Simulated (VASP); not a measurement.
# Cs2HgS2 (Pbam) in VASP: single point with PBE

Aim: the single point of Cs2HgS2 with PBE.

Program: VASP 6.6.1. These are calculated values, not measurements. Logs are shortened: lines on timing, memory, paths and dates and some standing lists are left out, and cuts for length are marked.

## 1. The cell of the first run

Symmetry: Pbam, No. 55, orthorhombic system. The conventional cell has a = 8.137 Å, b = 10.270 Å, c = 4.684 Å, α = 90.00°, β = 90.00°, γ = 90.00°. Hg (site symmetry 2/m) has 2 S at 2.40 Å within 3.2 Å. Within 4.8 Å of Cs (site symmetry m) lie 6 S at 3.64 to 3.70 Å and 5 Cs at 3.85 to 4.68 Å and 4 Hg at 4.24 to 4.31 Å. S (site symmetry m) has 1 Hg at 2.40 Å within 3.2 Å.

## 2. Single point, PBE

Contents of INCAR:

```
ALGO     = Normal         # electronic algorithm
EDIFF    = 1E-6           # SCF threshold, eV
ENCUT    = 520            # plane-wave cutoff, eV
GGA      = PE             # functional
ISIF     = 2              # what is computed and relaxed
ISMEAR   = -1             # smearing method
LASPH    = True           # aspherical terms in the spheres
LCHARG   = False          # write CHGCAR
LREAL    = False          # projectors in reciprocal space
LWAVE    = False          # write WAVECAR
NBANDS   = 53             # bands
NELM     = 100            # most SCF steps
PREC     = Accurate       # precision mode
SIGMA    = 0.1            # smearing width, eV
```

Contents of KPOINTS:

```
k-points
0
Gamma
  3 2 4
```

Contents of POSCAR:

```
Cs2HgS2
1.0
    8.1373180000      0.0000000000      0.0000000000
    0.0000000000     10.2701470000      0.0000000000
    0.0000000000      0.0000000000      4.6838120000
Hg Cs S
2 4 4
Direct
    0.5000000000      0.5000000000      0.0000000000
    0.0000000000      0.0000000000      0.0000000000
    0.3922200000      0.8331100000      0.5000000000
    0.6077800000      0.1668900000      0.5000000000
    0.8922200000      0.6668900000      0.5000000000
    0.1077800000      0.3331100000      0.5000000000
    0.2302500000      0.5944500000      0.0000000000
    0.7697500000      0.4055500000      0.0000000000
    0.7302500000      0.9055500000      0.0000000000
    0.2697500000      0.0944500000      0.0000000000
```

Potentials or basis: VASP PAW PBE potentials, release 64 (Hg, Cs_sv, S).

Command:

```
> cat potpaw_PBE.64/Hg/POTCAR potpaw_PBE.64/Cs_sv/POTCAR potpaw_PBE.64/S/POTCAR > POTCAR
> mpirun -np 1 vasp_std > vasp.out
```

OUTCAR:

```text
EDIFF = 1E-6
   ENCUT = 520
   GGA = PE
   ISIF = 2
   ISMEAR = -1
   LASPH = True
   LREAL = False
   NELM = 100
   PREC = Accurate

 ion  position               nearest neighbor table
   1  0.500  0.500  0.000-   7 2.40   8 2.40
   2  0.000  0.000  0.000-   9 2.40  10 2.40
   3  0.392  0.833  0.500-
   4  0.608  0.167  0.500-
   5  0.892  0.667  0.500-
   6  0.108  0.333  0.500-
   7  0.230  0.594  0.000-   1 2.40
   8  0.770  0.406  0.000-   1 2.40
   9  0.730  0.906  0.000-   2 2.40
  10  0.270  0.094  0.000-   2 2.40

  LATTYP: Found a simple orthorhombic cell.
 ALAT       =     4.6838120000
 B/A-ratio  =     1.7373280567
 C/A-ratio  =     2.1926898432

  Lattice vectors:

 A1 = (   0.0000000000,   0.0000000000,   4.6838120000)
 A2 = (   8.1373180000,   0.0000000000,   0.0000000000)
 A3 = (   0.0000000000,  10.2701470000,   0.0000000000)

Analysis of symmetry for initial positions (statically):
=====================================================================
 Subroutine PRICEL returns:
 Original cell was already a primitive cell.

 Routine SETGRP: Setting up the symmetry group for a
 simple orthorhombic supercell.

 Subroutine GETGRP returns: Found  8 space group operations
 (whereof  4 operations were pure point group operations)
 out of a pool of  8 trial point group operations.

The static configuration has the point symmetry C_2h.
 The point group associated with its full space group is D_2h.

Analysis of symmetry for dynamics (positions and initial velocities):
=====================================================================
 Subroutine PRICEL returns:
 Original cell was already a primitive cell.

 Routine SETGRP: Setting up the symmetry group for a
 simple orthorhombic supercell.

 Subroutine GETGRP returns: Found  8 space group operations
 (whereof  4 operations were pure point group operations)
 out of a pool of  8 trial point group operations.

The dynamic configuration has the point symmetry C_2h.
 The point group associated with its full space group is D_2h.

 Subroutine INISYM returns: Found  8 space group operations
 (whereof  4 operations are pure point group operations),
 and found     1 'primitive' translations

----------------------------------------------------------------------------------------

                                     Primitive cell

  volume of cell :     391.4330

  direct lattice vectors                    reciprocal lattice vectors
     8.137318000  0.000000000  0.000000000     0.122890613  0.000000000  0.000000000
     0.000000000 10.270147000  0.000000000     0.000000000  0.097369590  0.000000000
     0.000000000  0.000000000  4.683812000     0.000000000  0.000000000  0.213501310

  length of vectors
     8.137318000 10.270147000  4.683812000     0.122890613  0.097369590  0.213501310

  position of ions in fractional coordinates (direct lattice)
     0.500000000  0.500000000  0.000000000
     0.000000000  0.000000000  0.000000000
     0.392220000  0.833110000  0.500000000
     0.607780000  0.166890000  0.500000000
     0.892220000  0.666890000  0.500000000
     0.107780000  0.333110000  0.500000000
     0.230250000  0.594450000  0.000000000
     0.769750000  0.405550000  0.000000000
     0.730250000  0.905550000  0.000000000
     0.269750000  0.094450000  0.000000000

  ion indices of the primitive-cell ions
   primitive index   ion index
                 1           1
                 2           2
                 3           3
                 4           4
                 5           5
                 6           6
                 7           7
                 8           8
                 9           9
                10          10

----------------------------------------------------------------------------------------

 KPOINTS: k-points

Automatic generation of k-mesh.
 Grid dimensions read from file:
 generate k-points for:    3    2    4

 Generating k-lattice:

  Cartesian coordinates                     Fractional coordinates (reciprocal lattice)
     0.040963538  0.000000000  0.000000000     0.333333333  0.000000000  0.000000000
     0.000000000  0.048684795  0.000000000     0.000000000  0.500000000  0.000000000
     0.000000000  0.000000000  0.053375328     0.000000000  0.000000000  0.250000000

  Length of vectors
     0.040963538  0.048684795  0.053375328

  Shift w.r.t. Gamma in fractional coordinates (k-lattice)
     0.000000000  0.000000000  0.000000000

 Subroutine IBZKPT returns following result:
 ===========================================

 Found     12 irreducible k-points:

 Following reciprocal coordinates:
            Coordinates               Weight
  0.000000  0.000000  0.000000      1.000000
  0.333333  0.000000  0.000000      2.000000
  0.000000  0.500000  0.000000      1.000000
  0.333333  0.500000  0.000000      2.000000
  0.000000  0.000000  0.250000      2.000000
  0.333333  0.000000  0.250000      4.000000
  0.000000  0.500000  0.250000      2.000000
  0.333333  0.500000  0.250000      4.000000
  0.000000  0.000000  0.500000      1.000000
  0.333333  0.000000  0.500000      2.000000
  0.000000  0.500000  0.500000      1.000000
  0.333333  0.500000  0.500000      2.000000
   k-points           NKPTS =     12   k-points in BZ     NKDIM =     12   number of bands    NBANDS=     53
   number of dos      NEDOS =    301   number of ions     NIONS =     10
   total plane-waves  NPLWV = 184320
   dimension x,y,z NGX =    64 NGY =   80 NGZ =   36
   dimension x,y,z NGXF=   128 NGYF=  160 NGZF=   72
   ions per type =               2   4   4
   NGX,Y,Z   is equivalent  to a cutoff of  13.08, 12.95, 12.78 a.u.
   NGXF,Y,Z  is equivalent  to a cutoff of  26.15, 25.90, 25.56 a.u.
 SYSTEM =  unknown system
   PREC   = accura    normal or accurate (medium, high low for compatibility)
   ISTART =      0    job   : 0-new  1-cont  2-samecut
   ICHARG =      2    charge: 1-file 2-atom 10-const
   ISPIN  =      1    spin polarized calculation?
   LNONCOLLINEAR =      F non collinear calculations
   LSORBIT =      F    spin-orbit coupling
   LASPH  =      T    aspherical Exc in radial PAW
   ENCUT  =  520.0 eV  38.22 Ry    6.18 a.u.  15.13 19.10  8.71*2*pi/ulx,y,z
   NELM   =    100;   NELMIN=  2; NELMDL= -5     # of ELM steps
   EDIFF  = 0.1E-05   stopping-criterion for ELM
   LREAL  =      F    real-space projection
   EDIFFG = 0.1E-04   stopping-criterion for IOM
   NSW    =      0    number of steps for IOM
   IBRION =     -1    ionic relax: 0-MD 1-quasi-New 2-CG
   NFREE  =      0    steps in history (QN), initial steepest desc. (CG)
   ISIF   =      2    stress and relaxation
   ISYM   =      2    0-nonsym 1-usesym 2-fastsym
   POTIM  = 0.5000    time-step for ionic-motion
   TEBEG  =    0.0;   TEEND  =   0.0 temperature during run
   PSTRESS=    0.0 pullay stress
   NELECT =      84.0000    total number of electrons
   NUPDOWN=      -1.0000    fix difference up-down
   EMIN   =  10.00;   EMAX   =-10.00  energy-range for DOS
   EFERMI =   0.00;   METHOD = LEGACY
   ISMEAR =    -1;   SIGMA  =   0.10  broadening in eV -4-tet -1-fermi 0-gaus
   EFERMI_NEDOS =   21; number of points for ismear=-14 and -15
   IALGO  =     38    algorithm
   IMIX   =      4    mixing-type and parameters
     AMIX     =   0.40;   BMIX     =  1.00
     AMIX_MAG =   1.60;   BMIX_MAG =  1.00
  volume/ion in A,a.u.               =      39.14       264.15
  Fermi-wavevector in a.u.,A,eV,Ry     =   0.980126  1.852170 13.070409  0.960648
  Thomas-Fermi vector in A             =   2.111033
   LORBIT       =      0    0 simple, 1 ext, 2 COOP (PROOUT), +10 PAW based schemes
   GGA     = PE    functional components
   LHFCALC =     F    Hartree Fock is set to
   AEXX    =    0.0000 exact exchange contribution
   IVDW    =     0    specifies the selected vdW correction
   LEPSILON=     F    determine dielectric tensor
   LRPA    =     F    only Hartree local field effects (RPA)
 non-spin polarized calculation
  energy-cutoff  :      520.00
  volume of cell :      391.43
 maximum number of plane-waves:     10568
 NGX is ok and might be reduce to    64
   NGX = 31   NGY = 39   NGZ = 17

 number of electron      83.9999997 magnetization

 Free energy of the ion-electron system (eV)
  ---------------------------------------------------
  ext. energy  EPLUGINS =         0.00000000
  ---------------------------------------------------
  free energy    TOTEN  =       -28.79607593 eV

  energy without entropy =      -28.79603496  energy(sigma->0) =      -28.79605545

 E-fermi :   1.6031     XC(G=0):  -7.8337

 val. band max:        0.4526328093   @ k =   0.3333   0.0000   0.0000
 cond. band min:       2.4688110238   @ k =   0.0000   0.0000   0.0000
 fundamental gap:      2.0161782145
 Fermi energy:         1.6030502109

 k-point     1 :       0.0000    0.0000    0.0000
  band No.  band energies     occupation
      1     -20.3787      2.00000
      2     -20.3420      2.00000
      3     -20.3060      2.00000
      4     -20.2738      2.00000
      5     -10.8074      2.00000
      6     -10.7415      2.00000
[... 45 lines left out ...]
     52       5.6569      0.00000
     53       5.7986      0.00000

 k-point     2 :       0.3333    0.0000    0.0000
  band No.  band energies     occupation
      1     -20.3696      2.00000
      2     -20.3512      2.00000
      3     -20.2980      2.00000
      4     -20.2819      2.00000
      5     -10.7806      2.00000
      6     -10.7451      2.00000
[... 45 lines left out ...]
     52       5.4946      0.00000
     53       5.8650      0.00000
[... 502 lines left out ...]
     52       6.1095      0.00000
     53       6.4328      0.00000

 k-point    12 :       0.3333    0.5000    0.5000
  band No.  band energies     occupation
      1     -20.3435      2.00000
      2     -20.3435      2.00000
      3     -20.2729      2.00000
      4     -20.2729      2.00000
      5     -10.7101      2.00000
      6     -10.7101      2.00000
[... 45 lines left out ...]
     52       6.1330      0.00000
     53       6.4290      0.00000

------------------------ aborting loop because EDIFF is reached ----------------------------------------

  FORCE on cell =-STRESS in cart. coord.  units (eV):
  Direction    XX          YY          ZZ          XY          YZ          ZX
  --------------------------------------------------------------------------------------
  -------------------------------------------------------------------------------------
  Total       -4.5173654     -0.3869852      0.2420009      0.0000000      0.0000000      0.0000000
  in kB      -18.4900632     -1.5839723      0.9905357      0.0000000      0.0000000      0.0000000
  external PRESSURE =      -6.3611666 kB  Pullay stress =       0.0000000 kB

 VOLUME and BASIS-vectors are now :
 -----------------------------------------------------------------------------
  energy-cutoff  :      520.00
  volume of cell :      391.43
      direct lattice vectors                 reciprocal lattice vectors
     8.137318000  0.000000000  0.000000000     0.122890613  0.000000000  0.000000000
     0.000000000 10.270147000  0.000000000     0.000000000  0.097369590  0.000000000
     0.000000000  0.000000000  4.683812000     0.000000000  0.000000000  0.213501310

 POSITION                                       TOTAL-FORCE (eV/Angst)
 -----------------------------------------------------------------------------------
      4.06866      5.13507      0.00000         0.000000      0.000000      0.000000
      0.00000      0.00000      0.00000         0.000000      0.000000      0.000000
      3.19162      8.55616      2.34191        -0.019189     -0.004708      0.000000
      4.94570      1.71398      2.34191         0.019189      0.004708     -0.000000
      7.26028      6.84906      2.34191        -0.019189      0.004708      0.000000
      0.87704      3.42109      2.34191         0.019189     -0.004708      0.000000
      1.87362      6.10509      0.00000         0.637147     -0.263066     -0.000000
      6.26370      4.16506      0.00000        -0.637147      0.263066      0.000000
      5.94228      9.30013      0.00000         0.637147      0.263066     -0.000000
      2.19504      0.97002      0.00000        -0.637147     -0.263066      0.000000
 -----------------------------------------------------------------------------------
    total drift:                                0.000000      0.000000      0.000000

  FREE ENERGIE OF THE ION-ELECTRON SYSTEM (eV)
  ---------------------------------------------------
  free  energy   TOTEN  =       -28.7960759297 eV

  energy  without entropy=      -28.7960349639  energy(sigma->0) =      -28.79605545
```

Run time: 3.9 min. Hardware: 1 thread of Intel Xeon Platinum 8124M at 3.00GHz (Skylake/Cascade Lake), shared host; peak memory 0.57 GiB.

Results:

```yaml
Free_energy: -28.7961 eV
Pressure: -0.6 GPa
Largest_force: 0.689 eV/Å
Band_gap_on_the_k_mesh: 2.02 eV (least direct gap 2.05 eV)
```

Forces on the atoms (eV/Å):
```
Hg   0.000  0.000  0.000
Hg   0.000  0.000  0.000
Cs  -0.019 -0.005  0.000
Cs   0.019  0.005  0.000
Cs  -0.019  0.005  0.000
Cs   0.019 -0.005  0.000
S    0.637 -0.263  0.000
S   -0.637  0.263  0.000
S    0.637  0.263  0.000
S   -0.637 -0.263  0.000
```

Caveat: spin-orbit coupling is left out, which moves the levels of the heavy elements.
